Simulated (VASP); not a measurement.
Pt:

```
Pt
1.0
     0.00000    2.01608    2.01608
     2.01608    0.00000    2.01608
     2.01608    2.01608    0.00000
Pt
1
Direct
  0.00000 0.00000 0.00000
```

Base run:

* Program: VASP 6.6.1
* Functional: PBEsol
* Potentials or basis: VASP PAW PBE potentials, release 64 (Pt)
* Cutoff: 520 eV
* k mesh: 22 × 22 × 22
* Occupations: gaussian, width 0.15 eV
* Spin: collinear spin, ferromagnetic start
* Starting moments: [0.1] μB
* Fixed moment: 0.1 μB

Its results: pressure -19.9 GPa; site moments Pt +0.10 μB.

Q: The run is repeated on the same cell with these changes: fixed moment from 0.1 μB to 0.4 μB; moments at the start from [0.1] to [0.4]. What comes out?

A: Pressure -19.2 GPa; site moments Pt +0.40 μB.

Caveats: the PAW data sets were made with another functional, which shifts forces and pressure a little; the total moment is fixed, so each spin has its own Fermi level.
